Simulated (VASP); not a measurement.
# CaIn2Re2 (P6_3/mmc) in VASP: single point with PBE

Aim: the single point of CaIn2Re2 with PBE.

Program: VASP 6.6.1. These are calculated values, not measurements. Logs are shortened: lines on timing, memory, paths and dates and some standing lists are left out, and cuts for length are marked.

### Step 1. The cell of the first run

It takes space group P6_3/mmc (No. 194, hexagonal). The conventional cell has a = 3.979 Å, b = 3.979 Å, c = 17.003 Å, α = 90.00°, β = 90.00°, γ = 120.00°. Within 3.5 Å of In (site symmetry 3m) lie 3 Re at 2.67 Å and 1 In at 2.75 Å. Re (site symmetry 3m) has 3 In at 2.67 Å and 3 Ca at 2.75 Å within 3.5 Å. Ca (site symmetry -3m) has 6 Re at 2.75 Å and 6 In at 3.68 Å within 3.7 Å.

### Step 2. Single point, PBE

Input file INCAR:

```
SYSTEM = CaIn2Re2
PREC = Accurate
ENCUT = 520
EDIFF = 1E-7
ISMEAR = -1
SIGMA = 0.1
LREAL = .FALSE.
LASPH = .TRUE.
NELM = 60
ALGO = Normal
ISIF = 2
LWAVE = .FALSE.
LCHARG = .FALSE.
GGA = PE
NBANDS = 61
```

Input file KPOINTS:

```
Automatic mesh
0
G
  10 10 2
  0 0 0
```

Input file POSCAR:

```
CaIn2Re2
1.0
    3.9789909888     -0.0000002887      0.0000000000
   -1.9894952444      3.4459074220      0.0000000000
    0.0000000000      0.0000000000     17.0029310000
In Re Ca
4 4 2
Direct
    0.3333333333      0.6666666667      0.1692223351
    0.6666666667      0.3333333333      0.6692223351
    0.3333333333      0.6666666667      0.3307776649
    0.6666666667      0.3333333333      0.8307776649
    0.3333333333      0.6666666667      0.5890681540
    0.6666666667      0.3333333333      0.0890681540
    0.3333333333      0.6666666667      0.9109318460
    0.6666666667      0.3333333333      0.4109318460
    0.0000000000      0.0000000000      0.0000000000
    0.0000000000      0.0000000000      0.5000000000
```

Potentials or basis: VASP PAW PBE potentials, release 64 (In_d, Re, Ca_sv).

On the command line:

```
$ cat potpaw_PBE.64/In_d/POTCAR potpaw_PBE.64/Re/POTCAR potpaw_PBE.64/Ca_sv/POTCAR > POTCAR
$ mpirun -np 1 vasp_std > vasp.out
```

OUTCAR:

```text
SYSTEM = CaIn2Re2
   PREC = Accurate
   ENCUT = 520
   EDIFF = 1E-7
   ISMEAR = -1
   LREAL = .FALSE.
   LASPH = .TRUE.
   NELM = 60
   ISIF = 2
   GGA = PE

 ion  position               nearest neighbor table
   1  0.333  0.667  0.169-   6 2.67   6 2.67   6 2.67   3 2.75
   2  0.667  0.333  0.669-   5 2.67   5 2.67   5 2.67   4 2.75
   3  0.333  0.667  0.331-   8 2.67   8 2.67   8 2.67   1 2.75
   4  0.667  0.333  0.831-   7 2.67   7 2.67   7 2.67   2 2.75
   5  0.333  0.667  0.589-   2 2.67   2 2.67   2 2.67  10 2.75  10 2.75  10 2.75
   6  0.667  0.333  0.089-   1 2.67   1 2.67   1 2.67   9 2.75   9 2.75   9 2.75
   7  0.333  0.667  0.911-   4 2.67   4 2.67   4 2.67   9 2.75   9 2.75   9 2.75
   8  0.667  0.333  0.411-   3 2.67   3 2.67   3 2.67  10 2.75  10 2.75  10 2.75
   9  0.000  0.000  0.000-   6 2.75   7 2.75   7 2.75   6 2.75   6 2.75   7 2.75
  10  0.000  0.000  0.500-   5 2.75   8 2.75   5 2.75   8 2.75   8 2.75   5 2.75

  LATTYP: Found a hexagonal cell.
 ALAT       =     3.9789909888
 C/A-ratio  =     4.2731765535

  Lattice vectors:

 A1 = (   3.9789909888,  -0.0000002887,   0.0000000000)
 A2 = (  -1.9894952444,   3.4459074220,   0.0000000000)
 A3 = (   0.0000000000,   0.0000000000,  17.0029310000)

Analysis of symmetry for initial positions (statically):
=====================================================================
 Subroutine PRICEL returns:
 Original cell was already a primitive cell.

 Routine SETGRP: Setting up the symmetry group for a
 hexagonal supercell.

 Subroutine GETGRP returns: Found 24 space group operations
 (whereof 12 operations were pure point group operations)
 out of a pool of 24 trial point group operations.

The static configuration has the point symmetry D_3d.
 The point group associated with its full space group is D_6h.

Analysis of symmetry for dynamics (positions and initial velocities):
=====================================================================
 Subroutine PRICEL returns:
 Original cell was already a primitive cell.

 Routine SETGRP: Setting up the symmetry group for a
 hexagonal supercell.

 Subroutine GETGRP returns: Found 24 space group operations
 (whereof 12 operations were pure point group operations)
 out of a pool of 24 trial point group operations.

The dynamic configuration has the point symmetry D_3d.
 The point group associated with its full space group is D_6h.

 Subroutine INISYM returns: Found 24 space group operations
[... 122 lines left out ...]
   TEBEG  =    0.0;   TEEND  =   0.0 temperature during run
   PSTRESS=    0.0 pullay stress
   NELECT =     100.0000    total number of electrons
   NUPDOWN=      -1.0000    fix difference up-down
   EMIN   =  10.00;   EMAX   =-10.00  energy-range for DOS
   EFERMI =   0.00;   METHOD = LEGACY
   ISMEAR =    -1;   SIGMA  =   0.10  broadening in eV -4-tet -1-fermi 0-gaus
   EFERMI_NEDOS =   21; number of points for ismear=-14 and -15
   IALGO  =     38    algorithm
   IMIX   =      4    mixing-type and parameters
     AMIX     =   0.40;   BMIX     =  1.00
     AMIX_MAG =   1.60;   BMIX_MAG =  1.00
  volume/ion in A,a.u.               =      23.31       157.32
  Fermi-wavevector in a.u.,A,eV,Ry     =   1.234643  2.333137 20.739949  1.524343
  Thomas-Fermi vector in A             =   2.369325
   LORBIT       =      0    0 simple, 1 ext, 2 COOP (PROOUT), +10 PAW based schemes
   GGA     = PE    functional components
   LHFCALC =     F    Hartree Fock is set to
   AEXX    =    0.0000 exact exchange contribution
   IVDW    =     0    specifies the selected vdW correction
   LEPSILON=     F    determine dielectric tensor
   LRPA    =     F    only Hartree local field effects (RPA)
 non-spin polarized calculation
  energy-cutoff  :      520.00
  volume of cell :      233.13
 maximum number of plane-waves:      6333
 NGX is ok and might be reduce to    30
   NGX = 15   NGY = 15   NGZ = 63

 number of electron     100.0000000 magnetization

 number of electron      99.9999982 magnetization

 Free energy of the ion-electron system (eV)
  ---------------------------------------------------
  ext. energy  EPLUGINS =         0.00000000
  ---------------------------------------------------
  free energy    TOTEN  =       -46.86381798 eV

  energy without entropy =      -46.43661987  energy(sigma->0) =      -46.65021892

 E-fermi :   5.1647     XC(G=0): -10.5250

 val. band max:        5.1040635974   @ k =   0.3000   0.1000   0.0000
 cond. band min:       5.1649527105   @ k =   0.5000   0.0000   0.0000
 fundamental gap:      0.0608891131
 Fermi energy:         5.1647176018

 k-point     1 :       0.0000    0.0000    0.0000
  band No.  band energies     occupation
      1     -33.8746      2.00000
      2     -33.8746      2.00000
      3     -15.1155      2.00000
      4     -15.1155      2.00000
      5     -15.0504      2.00000
      6     -15.0504      2.00000
[... 1525 lines left out ...]
     60       7.4993      0.00000
     61       7.8065      0.00000

 [... further k-points ...]

------------------------ aborting loop because EDIFF is reached ----------------------------------------

  FORCE on cell =-STRESS in cart. coord.  units (eV):
  Direction    XX          YY          ZZ          XY          YZ          ZX
  --------------------------------------------------------------------------------------
  -------------------------------------------------------------------------------------
  Total        9.6577115      9.6577115     13.5120148     -0.0000000      0.0000000     -0.0000000
  in kB       66.3719346     66.3719346     92.8603592     -0.0000000      0.0000000     -0.0000000
  external PRESSURE =      75.2014095 kB  Pullay stress =       0.0000000 kB

 VOLUME and BASIS-vectors are now :
 -----------------------------------------------------------------------------
  energy-cutoff  :      520.00
  volume of cell :      233.13
      direct lattice vectors                 reciprocal lattice vectors
     3.978990989 -0.000000289  0.000000000     0.251320007  0.145099649  0.000000000
    -1.989495244  3.445907422  0.000000000     0.000000021  0.290199335  0.000000000
     0.000000000  0.000000000 17.002931000     0.000000000  0.000000000  0.058813389

 POSITION                                       TOTAL-FORCE (eV/Angst)
 -----------------------------------------------------------------------------------
      0.00000      2.29727      2.87728         0.000000      0.000000     -0.002969
      1.98950      1.14864     11.37874        -0.000000     -0.000000     -0.002969
      0.00000      2.29727      5.62419         0.000000      0.000000      0.002969
      1.98950      1.14864     14.12566        -0.000000     -0.000000      0.002969
      0.00000      2.29727     10.01589         0.000000      0.000000      0.016821
      1.98950      1.14864      1.51442        -0.000000      0.000000      0.016821
      0.00000      2.29727     15.48851         0.000000     -0.000000     -0.016821
      1.98950      1.14864      6.98705         0.000000      0.000000     -0.016821
      0.00000      0.00000      0.00000         0.000000      0.000000      0.000000
      0.00000      0.00000      8.50147         0.000000      0.000000      0.000000
 -----------------------------------------------------------------------------------
    total drift:                               -0.000000      0.000000      0.000000

  FREE ENERGIE OF THE ION-ELECTRON SYSTEM (eV)
  ---------------------------------------------------
  free  energy   TOTEN  =       -46.8638179781 eV

  energy  without entropy=      -46.4366198665  energy(sigma->0) =      -46.65021892
```

Run time: 12 min. Hardware: 1 thread of Intel Xeon Platinum 8488C (Sapphire Rapids), shared host; peak memory 0.54 GiB.

Results:

* Free energy: -46.8638 eV
* Pressure: 7.5 GPa
* Largest force: 0.017 eV/Å
* Band gap on the k mesh: zero (bands 50 and 51 overlap by 0.33 eV)

Forces in eV/Å, atoms in the order of the input:
```
In   0.000  0.000 -0.003
In   0.000  0.000 -0.003
In   0.000  0.000  0.003
In   0.000  0.000  0.003
Re   0.000  0.000  0.017
Re   0.000  0.000  0.017
Re   0.000  0.000 -0.017
Re   0.000  0.000 -0.017
Ca   0.000  0.000  0.000
Ca   0.000  0.000  0.000
```

Caveat: the cell stands under pressure; spin-orbit coupling is left out, which moves the levels of the heavy elements.

The gap in the log of VASP goes by the Fermi energy; the results here count the filled bands.